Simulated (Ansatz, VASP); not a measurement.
# C: VASP beside Ansatz

INCAR

```
  ALGO = Normal
  EDIFF = 1E-6
  ENCUT = 600
  GGA = PE
  GGA_COMPAT = False
  ISIF = 2
  ISMEAR = 0
  LASPH = True
  LCHARG = False
  LREAL = False
  LWAVE = False
  NBANDS = 16
  NELM = 120
  PREC = Accurate
  SIGMA = 0.15
```

KPOINTS

```
k-points
0
Gamma
  18 18 6
```

File POSCAR:

```
C
1.0
    1.2332770792     -2.1360444277      0.0000000000
    1.2332770792      2.1360444277      0.0000000000
    0.0000000000      0.0000000000      8.7070252276
C
4
Direct
    0.0833329934      0.9166670066      0.7686815058
    0.5833329934      0.4166670066      0.2313184942
    0.9166670066      0.0833329934      0.2313184942
    0.4166670066      0.5833329934      0.7686815058
```

Input for Ansatz:

```yaml
crystal:
  lattice:
    - [1.2332770792, -2.1360444277, 0.0]
    - [1.2332770792, 2.1360444277, 0.0]
    - [0.0, 0.0, 8.7070252276]
  atoms:
    - { symbol: C, position: [0.0833329934, 0.9166670066, 0.7686815058] }
    - { symbol: C, position: [0.5833329934, 0.4166670066, 0.2313184942] }
    - { symbol: C, position: [0.9166670066, 0.0833329934, 0.2313184942] }
    - { symbol: C, position: [0.4166670066, 0.5833329934, 0.7686815058] }
basis:
  ecutwfc: 520.0
kpoints:
  mp_grid: { grid: [18, 18, 6] }
hamiltonian:
  xc: pbe
  pseudopotentials: { kind: paw, azcp: { folder: soft_1 } }
scf:
  occupations: { method: gaussian, width: 0.15 }
output:
  forces: true
  stress: true
  eigenvalues: true
```

Change from the starting cell: mode 6 frozen in at +0.160 Å (largest displacement).

Alike in both runs: task single point; functional PBE; k mesh 18 × 18 × 6; occupations gaussian, width 0.15 eV; no spin polarisation.

|  | VASP | Ansatz |
| --- | --- | --- |
| version | VASP 6.6.1 | Ansatz 0.2.0 |
| potentials or method | VASP PAW PBE potentials, release 64 (C), cutoff 600 eV | scalar-relativistic, plane waves, PAW |
| valence electrons in the cell | 16 | 16 |

Ansatz gave:

- gap on the k mesh at the Fermi level (eV): 0.05
- least direct gap on the mesh (eV): 0.05
- pressure (GPa): 0.0
- traceless stress, the component that is largest in VASP (GPa): 0.07

What did VASP give for the same quantities?

gap on the k mesh at the Fermi level (eV): 0.05; least direct gap on the mesh (eV): 0.05; pressure (GPa): 0.0; traceless stress, the component that is largest in VASP (GPa): -0.20.
